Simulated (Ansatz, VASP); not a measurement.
**One calculation of SnO2, two programs**

```xyz
6
Lattice="4.9158 0.0000 0.0000 0.0000 4.6290 0.0000 0.0000 0.0000 3.1270" Properties=species:S:1:pos:R:3 pbc="T T T"
Sn    2.4579    2.3145    1.5635
Sn    0.0000    0.0000    0.0000
O     1.5495    1.3646    0.0000
O     4.0074    0.9499    1.5635
O     0.9084    3.6791    1.5635
O     3.3663    3.2644    0.0000
```

Change from the starting cell: volume 11.859 Å^3 an atom, stretch along a over the lengths across it, relative to the relaxed cell 1.0621.

Alike in both runs: functional LDA; k mesh 6 × 6 × 10; occupations gaussian, width 0.05 eV; no spin polarisation.

Ansatz relaxed the structure, and its values are those at the end. VASP's run is a single point on that final structure, the one shown.

|  | VASP | Ansatz |
| --- | --- | --- |
| version | VASP 6.6.1 | Ansatz 0.2.0 |
| potentials or method | VASP PAW LDA potentials, release 64 (Sn_d, O), cutoff 520 eV | scalar-relativistic, plane waves, PAW |
| valence electrons in the cell | 52 | 52 |

VASP gave:

* gap on the k mesh at the Fermi level (eV): 1.33
* least direct gap on the mesh (eV): 1.33
* pressure (GPa): 1.8
* rms of the force components (eV/Å): 0.019

Q: What did Ansatz give for the same quantities?

A: gap on the k mesh at the Fermi level (eV): 1.30; least direct gap on the mesh (eV): 1.30; pressure (GPa): 0.7; rms of the force components (eV/Å): 0.003.

LDA's correlation is that of Perdew and Zunger in VASP and of Perdew and Wang (1992) in Ansatz. Ansatz's warnings: stress scf threshold loose.
